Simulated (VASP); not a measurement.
# Zn (P6_3/mmc) in VASP: a series of runs

Zn is run at these levels: PBEsol; tasks: single point, relaxation of cell and atoms.

Program: VASP 6.6.1. These are calculated values, not measurements. Logs are shortened: lines on timing, memory, paths and dates and some standing lists are left out, and cuts for length are marked.

## 1. The cell of the first run

It takes space group P6_3/mmc (No. 194, hexagonal). Conventional cell: a = 2.659 Å, b = 2.659 Å, c = 4.567 Å, α = 90.00°, β = 90.00°, γ = 120.00°. Zn (site symmetry -6m2) has 12 Zn at 2.66 to 2.75 Å within 3.5 Å.

## 2. Single point, PBEsol

The input, INCAR:

```
SYSTEM = Zn
  ALGO = Normal
  EDIFF = 1E-6
  ENCUT = 520
  GGA = PS
  ISIF = 2
  ISMEAR = 1
  LASPH = .TRUE.
  LCHARG = .TRUE.
  LELF = .TRUE.
  LREAL = .FALSE.
  LVHAR = .TRUE.
  LWAVE = .FALSE.
  NBANDS = 19
  NELM = 100
  PREC = Accurate
  SIGMA = 0.02
```

The input, KPOINTS:

```
k-points
0
G
  11 11 5
  0 0 0
```

The input, POSCAR:

```
Zn
1.0
    2.6588559600      0.0000000000      0.0000000000
   -1.3294279800      2.3026368063      0.0000000000
    0.0000000000      0.0000000000      4.5669972982
Zn
2
Direct
    0.3333333333      0.6666666667      0.2500000000
    0.6666666667      0.3333333333      0.7500000000
```

Potentials or basis: VASP PAW PBE potentials, release 64 (Zn).

On the command line:

```console
$ cat potpaw_PBE.64/Zn/POTCAR > POTCAR
$ mpirun -np 1 vasp_std > vasp.out
```

OUTCAR:

```text
SYSTEM = Zn
   EDIFF = 1E-6
   ENCUT = 520
   GGA = PS
   ISIF = 2
   ISMEAR = 1
   LASPH = .TRUE.
   LREAL = .FALSE.
   NELM = 100
   PREC = Accurate

 ion  position               nearest neighbor table
   1  0.333  0.667  0.250-   2 2.75   2 2.75   2 2.75   2 2.75   2 2.75   2 2.75
   2  0.667  0.333  0.750-   1 2.75   1 2.75   1 2.75   1 2.75   1 2.75   1 2.75

  LATTYP: Found a hexagonal cell.
 ALAT       =     2.6588559600
 C/A-ratio  =     1.7176550242

  Lattice vectors:

 A1 = (   2.6588559600,   0.0000000000,   0.0000000000)
 A2 = (  -1.3294279800,   2.3026368063,   0.0000000000)
 A3 = (   0.0000000000,   0.0000000000,   4.5669972982)

Analysis of symmetry for initial positions (statically):
=====================================================================
 Subroutine PRICEL returns:
 Original cell was already a primitive cell.

 Routine SETGRP: Setting up the symmetry group for a
 hexagonal supercell.

 Subroutine GETGRP returns: Found 24 space group operations
 (whereof 12 operations were pure point group operations)
 out of a pool of 24 trial point group operations.

The static configuration has the point symmetry D_3d.
 The point group associated with its full space group is D_6h.

Analysis of symmetry for dynamics (positions and initial velocities):
=====================================================================
 Subroutine PRICEL returns:
 Original cell was already a primitive cell.

 Routine SETGRP: Setting up the symmetry group for a
 hexagonal supercell.

 Subroutine GETGRP returns: Found 24 space group operations
 (whereof 12 operations were pure point group operations)
 out of a pool of 24 trial point group operations.

The dynamic configuration has the point symmetry D_3d.
 The point group associated with its full space group is D_6h.

 Subroutine INISYM returns: Found 24 space group operations
 (whereof 12 operations are pure point group operations),
 and found     1 'primitive' translations

----------------------------------------------------------------------------------------

                                     Primitive cell

  volume of cell :      27.9609

  direct lattice vectors                    reciprocal lattice vectors
     2.658855960  0.000000000  0.000000000     0.376101607  0.217142364  0.000000000
    -1.329427980  2.302636806  0.000000000     0.000000000  0.434284728  0.000000000
     0.000000000  0.000000000  4.566997298     0.000000000  0.000000000  0.218962249

  length of vectors
     2.658855960  2.658855960  4.566997298     0.434284728  0.434284728  0.218962249

  position of ions in fractional coordinates (direct lattice)
     0.333333333  0.666666667  0.250000000
     0.666666667  0.333333333  0.750000000

  ion indices of the primitive-cell ions
   primitive index   ion index
                 1           1
                 2           2

----------------------------------------------------------------------------------------

 KPOINTS: k-points

Automatic generation of k-mesh.
 Grid dimensions read from file:
 generate k-points for:   11   11    5

 Generating k-lattice:

  Cartesian coordinates                     Fractional coordinates (reciprocal lattice)
     0.034191055  0.019740215  0.000000000     0.090909091  0.000000000  0.000000000
     0.000000000  0.039480430  0.000000000     0.000000000  0.090909091  0.000000000
     0.000000000  0.000000000  0.043792450     0.000000000  0.000000000  0.200000000

  Length of vectors
     0.039480430  0.039480430  0.043792450

  Shift w.r.t. Gamma in fractional coordinates (k-lattice)
     0.000000000  0.000000000  0.000000000

 Subroutine IBZKPT returns following result:
 ===========================================

 Found     48 irreducible k-points:

 Following reciprocal coordinates:
            Coordinates               Weight
  0.000000  0.000000  0.000000      1.000000
  0.090909 -0.000000  0.000000      6.000000
  0.181818  0.000000  0.000000      6.000000
  0.272727 -0.000000  0.000000      6.000000
  0.363636 -0.000000  0.000000      6.000000
  0.454545 -0.000000  0.000000      6.000000
[... 16 lines left out ...]
  0.090909  0.090909  0.200000     12.000000
  0.181818  0.090909  0.200000     24.000000
 [... further k-points ...]
   k-points           NKPTS =     48   k-points in BZ     NKDIM =     48   number of bands    NBANDS=     19
   number of dos      NEDOS =    301   number of ions     NIONS =      2
   total plane-waves  NPLWV =  14400
   dimension x,y,z NGX =    20 NGY =   20 NGZ =   36
   dimension x,y,z NGXF=    40 NGYF=   40 NGZF=   72
   ions per type =               2
   NGX,Y,Z   is equivalent  to a cutoff of  12.51, 12.51, 13.10 a.u.
   NGXF,Y,Z  is equivalent  to a cutoff of  25.01, 25.01, 26.21 a.u.
 SYSTEM =  Zn
   PREC   = accura    normal or accurate (medium, high low for compatibility)
   ISTART =      0    job   : 0-new  1-cont  2-samecut
   ICHARG =      2    charge: 1-file 2-atom 10-const
   ISPIN  =      1    spin polarized calculation?
   LNONCOLLINEAR =      F non collinear calculations
   LSORBIT =      F    spin-orbit coupling
   LASPH  =      T    aspherical Exc in radial PAW
   ENCUT  =  520.0 eV  38.22 Ry    6.18 a.u.   4.94  4.94  8.49*2*pi/ulx,y,z
   NELM   =    100;   NELMIN=  2; NELMDL= -5     # of ELM steps
   EDIFF  = 0.1E-05   stopping-criterion for ELM
   LREAL  =      F    real-space projection
   EDIFFG = 0.1E-04   stopping-criterion for IOM
   NSW    =      0    number of steps for IOM
   IBRION =     -1    ionic relax: 0-MD 1-quasi-New 2-CG
   NFREE  =      0    steps in history (QN), initial steepest desc. (CG)
   ISIF   =      2    stress and relaxation
   ISYM   =      2    0-nonsym 1-usesym 2-fastsym
   POTIM  = 0.5000    time-step for ionic-motion
   TEBEG  =    0.0;   TEEND  =   0.0 temperature during run
   PSTRESS=    0.0 pullay stress
   NELECT =      24.0000    total number of electrons
   NUPDOWN=      -1.0000    fix difference up-down
   EMIN   =  10.00;   EMAX   =-10.00  energy-range for DOS
   EFERMI =   0.00;   METHOD = LEGACY
   ISMEAR =     1;   SIGMA  =   0.02  broadening in eV -4-tet -1-fermi 0-gaus
   EFERMI_NEDOS =   21; number of points for ismear=-14 and -15
   IALGO  =     38    algorithm
   IMIX   =      4    mixing-type and parameters
     AMIX     =   0.40;   BMIX     =  1.00
     AMIX_MAG =   1.60;   BMIX_MAG =  1.00
  volume/ion in A,a.u.               =      13.98        94.34
  Fermi-wavevector in a.u.,A,eV,Ry     =   1.555828  2.940089 32.934272  2.420601
  Thomas-Fermi vector in A             =   2.659712
   LORBIT       =      0    0 simple, 1 ext, 2 COOP (PROOUT), +10 PAW based schemes
   GGA     = PS    functional components
   LHFCALC =     F    Hartree Fock is set to
   AEXX    =    0.0000 exact exchange contribution
   IVDW    =     0    specifies the selected vdW correction
   LEPSILON=     F    determine dielectric tensor
   LRPA    =     F    only Hartree local field effects (RPA)
 non-spin polarized calculation
 Methfessel and Paxton  Order N= 1 SIGMA  =   0.02
  energy-cutoff  :      520.00
  volume of cell :       27.96
 maximum number of plane-waves:       769
 NGX is ok and might be reduce to    20
   NGX =  9   NGY =  9   NGZ = 17

 number of electron      23.9999999 magnetization

 Free energy of the ion-electron system (eV)
  ---------------------------------------------------
  ext. energy  EPLUGINS =         0.00000000
  ---------------------------------------------------
  free energy    TOTEN  =        -3.18293531 eV

  energy without entropy =       -3.18289140  energy(sigma->0) =       -3.18292068

 E-fermi :   3.6992     XC(G=0): -12.1611

 val. band max:        3.6886247991   @ k =   0.2727   0.0909   0.0000
 cond. band min:       3.7120207049   @ k =   0.1818   0.1818   0.0000
 fundamental gap:      0.0233959058
 Fermi energy:         3.6991992578

 k-point     1 :       0.0000    0.0000    0.0000
  band No.  band energies     occupation
      1      -7.5343      2.00000
      2      -5.2756      2.00000
      3      -4.4322      2.00000
      4      -4.2798      2.00000
      5      -4.2798      2.00000
      6      -4.1953      2.00000
[... 11 lines left out ...]
     18      22.2744      0.00000
     19      22.2744      0.00000

 k-point     2 :       0.0909   -0.0000    0.0000
  band No.  band energies     occupation
      1      -7.2909      2.00000
      2      -5.1800      2.00000
      3      -4.4351      2.00000
      4      -4.2787      2.00000
      5      -4.2206      2.00000
      6      -4.2162      2.00000
[... 11 lines left out ...]
     18      23.4621      0.00000
     19      24.0309      0.00000

 k-point     3 :       0.1818    0.0000    0.0000
  band No.  band energies     occupation
      1      -6.5902      2.00000
      2      -4.9718      2.00000
      3      -4.4657      2.00000
      4      -4.3044      2.00000
      5      -4.2411      2.00000
      6      -4.1442      2.00000
[... 11 lines left out ...]
     18      19.9534      0.00000
     19      22.2249      0.00000

 k-point     4 :       0.2727   -0.0000    0.0000
  band No.  band energies     occupation
      1      -5.6239      2.00000
      2      -4.9019      2.00000
      3      -4.5443      2.00000
      4      -4.3520      2.00000
      5      -4.3114      2.00000
      6      -4.1383      2.00000
[... 11 lines left out ...]
     18      18.4867      0.00000
     19      21.7613      0.00000

 k-point     5 :       0.3636   -0.0000    0.0000
  band No.  band energies     occupation
      1      -5.1046      2.00000
      2      -4.9791      2.00000
      3      -4.7708      2.00000
      4      -4.2185      2.00000
      5      -4.2069      2.00000
      6      -4.1752      2.00000
[... 11 lines left out ...]
     18      17.8851      0.00000
     19      20.5285      0.00000

 k-point     6 :       0.4545   -0.0000    0.0000
  band No.  band energies     occupation
      1      -5.0890      2.00000
      2      -5.0020      2.00000
      3      -4.8861      2.00000
      4      -4.2459      2.00000
      5      -4.2289      2.00000
      6      -4.1392      2.00000
[... 11 lines left out ...]
     18      17.5922      0.00000
     19      19.8838      0.00000

 k-point     7 :       0.0909    0.0909    0.0000
  band No.  band energies     occupation
      1      -6.8169      2.00000
      2      -5.0201      2.00000
      3      -4.4720      2.00000
      4      -4.2599      2.00000
      5      -4.2442      2.00000
      6      -4.1355      2.00000
[... 11 lines left out ...]
     18      21.9191      0.00000
     19      22.0795      0.00000

 k-point     8 :       0.1818    0.0909    0.0000
  band No.  band energies     occupation
      1      -5.9506      2.00000
      2      -4.8427      2.00000
      3      -4.5107      2.00000
      4      -4.4194      2.00000
      5      -4.3089      2.00000
      6      -4.1749      2.00000
[... 256 lines left out ...]
 k-point    20 :       0.2727   -0.0000    0.2000
  band No.  band energies     occupation
      1      -5.4653      2.00000
      2      -4.8657      2.00000
      3      -4.5558      2.00000
      4      -4.4513      2.00000
      5      -4.2997      2.00000
      6      -4.1058      2.00000
[... 11 lines left out ...]
     18      18.6421      0.00000
     19      20.0983      0.00000

 k-point    21 :       0.3636   -0.0000    0.2000
  band No.  band energies     occupation
      1      -5.1400      2.00000
      2      -4.9653      2.00000
      3      -4.6728      2.00000
      4      -4.4958      2.00000
      5      -4.1555      2.00000
      6      -4.1254      2.00000
[... 11 lines left out ...]
     18      18.0234      0.00000
     19      18.9713      0.00000

 k-point    22 :       0.4545   -0.0000    0.2000
  band No.  band energies     occupation
      1      -5.1353      2.00000
      2      -5.0532      2.00000
      3      -4.7347      2.00000
      4      -4.5093      2.00000
      5      -4.1879      2.00000
      6      -4.0453      2.00000
[... 11 lines left out ...]
     18      17.7459      0.00000
     19      18.3815      0.00000

 k-point    23 :       0.0909    0.0909    0.2000
  band No.  band energies     occupation
      1      -6.5387      2.00000
      2      -5.0013      2.00000
      3      -4.4554      2.00000
      4      -4.3398      2.00000
      5      -4.3284      2.00000
      6      -4.1447      2.00000
[... 11 lines left out ...]
     18      19.7924      0.00000
     19      22.3511      0.00000

 k-point    24 :       0.1818    0.0909    0.2000
  band No.  band energies     occupation
      1      -5.7259      2.00000
      2      -4.7999      2.00000
      3      -4.5234      2.00000
      4      -4.4442      2.00000
      5      -4.3726      2.00000
      6      -4.1842      2.00000
[... 11 lines left out ...]
     18      18.2872      0.00000
     19      21.5344      0.00000

 [... further k-points ...]

------------------------ aborting loop because EDIFF is reached ----------------------------------------

  FORCE on cell =-STRESS in cart. coord.  units (eV):
  Direction    XX          YY          ZZ          XY          YZ          ZX
  --------------------------------------------------------------------------------------
  -------------------------------------------------------------------------------------
  Total        0.0897550      0.0897550      0.0724112      0.0000000     -0.0000000      0.0000000
  in kB        5.1430226      5.1430226      4.1492115      0.0000000     -0.0000000      0.0000000
  external PRESSURE =       4.8117522 kB  Pullay stress =       0.0000000 kB

 VOLUME and BASIS-vectors are now :
 -----------------------------------------------------------------------------
  energy-cutoff  :      520.00
  volume of cell :       27.96
      direct lattice vectors                 reciprocal lattice vectors
     2.658855960  0.000000000  0.000000000     0.376101607  0.217142364  0.000000000
    -1.329427980  2.302636806  0.000000000     0.000000000  0.434284728  0.000000000
     0.000000000  0.000000000  4.566997298     0.000000000  0.000000000  0.218962249

 POSITION                                       TOTAL-FORCE (eV/Angst)
 -----------------------------------------------------------------------------------
     -0.00000      1.53509      1.14175         0.000000     -0.000000      0.000000
      1.32943      0.76755      3.42525        -0.000000      0.000000      0.000000
 -----------------------------------------------------------------------------------
    total drift:                                0.000000     -0.000000      0.000000

  FREE ENERGIE OF THE ION-ELECTRON SYSTEM (eV)
  ---------------------------------------------------
  free  energy   TOTEN  =        -3.1829353149 eV

  energy  without entropy=       -3.1828914029  energy(sigma->0) =       -3.18292068
```

Run time: 12 s. Hardware: 1 thread of Intel Xeon Platinum 8488C (Sapphire Rapids), shared host; peak memory 0.14 GiB.

Results:

* Free energy: -3.1829 eV
* Pressure: 0.5 GPa
* Band gap on the k mesh: zero (bands 12 and 13 overlap by 3.32 eV)

Stress tensor (GPa, compression positive):
```
0.51 0.00 0.00
0.00 0.51 0.00
0.00 0.00 0.41
```

Caveat: the PAW data sets were made with another functional, which shifts forces and pressure a little.

## 3. Relaxation of cell and atoms, PBEsol

This run uses another cell than the first one, of 15.33 Å³/atom.

The input, INCAR:

```
SYSTEM = Zn
PREC     = Accurate       ! precision mode
ENCUT    = 600            ! plane-wave cutoff, eV
EDIFF    = 1E-6           ! SCF threshold, eV
ISMEAR   = 1              ! smearing method
SIGMA    = 0.02           ! smearing width, eV
LREAL    = .FALSE.        ! projectors in reciprocal space
LASPH    = .TRUE.         ! aspherical terms in the spheres
NELM     = 80             ! most SCF steps
ALGO     = Normal         ! electronic algorithm
ISIF     = 3              ! what is computed and relaxed
LWAVE    = .FALSE.        ! write WAVECAR
LCHARG   = .FALSE.        ! write CHGCAR
GGA      = PS             ! functional
IBRION   = 2              ! ionic algorithm
NSW      = 80             ! ionic steps
EDIFFG   = -0.01          ! ionic threshold
```

The input, KPOINTS:

```
Automatic mesh
0
G
  11 11 5
  0 0 0
```

The input, POSCAR:

```
Zn
1.0
    2.6700000000      0.0000000000      0.0000000000
   -1.3350000000      2.3122880000      0.0000000000
    0.0000000000      0.0000000000      4.9660000000
Zn
2
Direct
    0.3333333333      0.6666666667      0.2500000000
    0.6666666667      0.3333333333      0.7500000000
```

Potentials or basis: VASP PAW PBE potentials, release 64 (Zn).

On the command line:

```console
$ cat potpaw_PBE.64/Zn/POTCAR > POTCAR
$ mpirun -np 1 vasp_std > vasp.out
```

Wall time 1.8 min (1 thread of Intel Xeon Platinum 8488C (Sapphire Rapids), shared host); peak memory 0.18 GiB.

Results (log left out):

| Quantity | Value |
| --- | --- |
| Free energy | -3.1862 eV |
| Relaxed volume | 14.05 Å³/atom |
| Relaxed cell | a = 2.697 Å, b = 2.697 Å, c = 4.460 Å, α = 90.00°, β = 90.00°, γ = 120.00° |
| Space group after relaxing (to 0.1 Å) | P6_3/mmc (No. 194) |
| Energy gained by relaxing | 36.1 meV/atom |
| Ionic steps | 15 |
| Pressure after relaxing | 0.1 GPa |
| Band gap on the k mesh | zero (bands 12 and 13 overlap by 2.97 eV) |

Step by step:
```csv
step,energy change (eV),largest force (eV/Å),pressure (GPa),volume (Å³)
1,0.0000,0.0000,-5.38,30.66
2,-0.0423,0.0000,0.18,28.43
3,-0.0423,0.0000,0.22,28.42
4,-0.0460,0.0000,-0.18,28.41
5,-0.0642,0.0000,-0.80,28.39
6,-0.0717,0.0000,-0.55,28.28
7,-0.0707,0.0000,-0.73,28.31
8,-0.0718,0.0000,-0.30,28.30
9,-0.0720,0.0000,-0.43,28.29
10,-0.0710,0.0000,1.05,27.86
11,-0.0722,0.0000,-0.05,28.15
12,-0.0722,0.0000,-0.15,28.17
13,-0.0722,0.0000,-0.11,28.16
14,-0.0722,0.0000,0.24,28.05
15,-0.0723,0.0000,0.06,28.11
```

Final structure:
```xyz
2
Lattice="2.6974 0.0000 0.0000 -1.3487 2.3360 0.0000 0.0000 0.0000 4.4605" Properties=species:S:1:pos:R:3 pbc="T T T"
Zn    0.0000    1.5573    1.1151
Zn    1.3487    0.7787    3.3454
```

Levels at points of the mesh, in eV from the Fermi level:
| k point | band 9 | band 10 | band 11 | band 12 | band 13 | band 14 | band 15 | band 16 |
| --- | --- | --- | --- | --- | --- | --- | --- | --- |
| (0.00, 0.00, 0.00) | -7.84 | -7.44 | -7.44 | -3.68 | -1.77 | 15.74 | 15.74 | 18.50 |

Caveat: the PAW data sets were made with another functional, which shifts forces and pressure a little.

The gap in the log of VASP goes by the Fermi energy; the results here count the filled bands.